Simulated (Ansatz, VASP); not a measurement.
One calculation of Al, two programs

```
CELL_PARAMETERS angstrom
-1.61762 1.61762 1.61762
1.61762 -1.61762 1.61762
1.61762 1.61762 -1.61762
ATOMIC_POSITIONS crystal
Al 0.00000 0.00000 0.00000
```

Alike in both runs: task single point; functional PBEsol; k mesh 19 × 19 × 19; occupations fermi-dirac, width 0.05 eV; no spin polarisation.

|  | VASP | Ansatz |
| --- | --- | --- |
| version | VASP 6.6.1 | Ansatz 0.2.0 |
| potentials or method | VASP PAW PBE potentials, release 64 (Al), cutoff 500 eV | all-electron LAPW, scalar-relativistic |

|  | VASP | Ansatz | Ansatz less VASP |
| --- | --- | --- | --- |
| pressure (GPa) | -1.4 | -1.4 | -0.04 |

VASP's potentials were made for PBE, not for PBEsol. Ansatz ran all-electron here, and VASP with PAW potentials.
